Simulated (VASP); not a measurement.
Set up this calculation in VASP 6.6.1, as the native input.

- Task: single point
- Functional: PBE
- Potentials or basis: VASP PAW PBE potentials, release 64 (In_d, Si, H)
- Cutoff: 500 eV
- k mesh: 4 × 4 × 2
- Occupations: gaussian, width 0.15 eV
- Spin: no spin polarisation
- Dipole correction: no
- Further INCAR settings: ALGO = Normal; EDIFF = 1e-06; NBANDS = 24

The structure of In2SiH2 lies in POSCAR:

```
In2SiH2
1.0
    3.5837117282      0.0000000000      0.0000000000
   -1.7918558641      3.1035853965      0.0000000000
    0.0000000000      0.0000000000      8.2170804985
In Si H
2 1 2
Direct
    0.0000000000      0.0000000000      0.2853854733
    0.0000000000      0.0000000000      0.7740410532
    0.6666666667      0.3333333333      0.5048849058
    0.0000000000      0.0000000000      1.0680556816
    0.3333333333      0.6666666667      0.8480532762
```

These files were run (other wordings do the same):

INCAR

```
PREC     = Accurate       # precision mode
ENCUT    = 500            # plane-wave cutoff, eV
EDIFF    = 1E-6           # SCF threshold, eV
ISMEAR   = 0              # smearing method
SIGMA    = 0.15           # smearing width, eV
LREAL    = False          # projectors in reciprocal space
LASPH    = True           # aspherical terms in the spheres
NELM     = 120            # most SCF steps
ALGO     = Normal         # electronic algorithm
ISIF     = 2              # what is computed and relaxed
LWAVE    = False          # write WAVECAR
LCHARG   = True           # write CHGCAR
GGA      = PE             # functional
LELF     = True           # ELF
LVHAR    = True         
NBANDS   = 24             # bands
GGA_COMPAT= False
```

KPOINTS

```
regular mesh
0
Gamma
  4 4 2
```

Potentials or basis: VASP PAW PBE potentials, release 64 (In_d, Si, H).

The run is started by

```bash
$ cat potpaw_PBE.64/In_d/POTCAR potpaw_PBE.64/Si/POTCAR potpaw_PBE.64/H/POTCAR > POTCAR
$ mpirun -np 1 vasp_std > vasp.out
```

Results of the run:

```json
{"Pressure": "0.0 GPa", "Largest force": "0.025 eV/Å", "Band gap on the k mesh": "zero (band 16 reaches 7.90 eV, above the bottom of band 17 at 4.15 eV)"}
```

Caveat: the k points lie up to 0.51 Å⁻¹ apart; spin-orbit coupling is left out, which moves the levels of the heavy elements.

Run time: 50 s on 1 thread of Intel Xeon 8259CL, with other jobs on the host, peak memory 0.21 GiB.
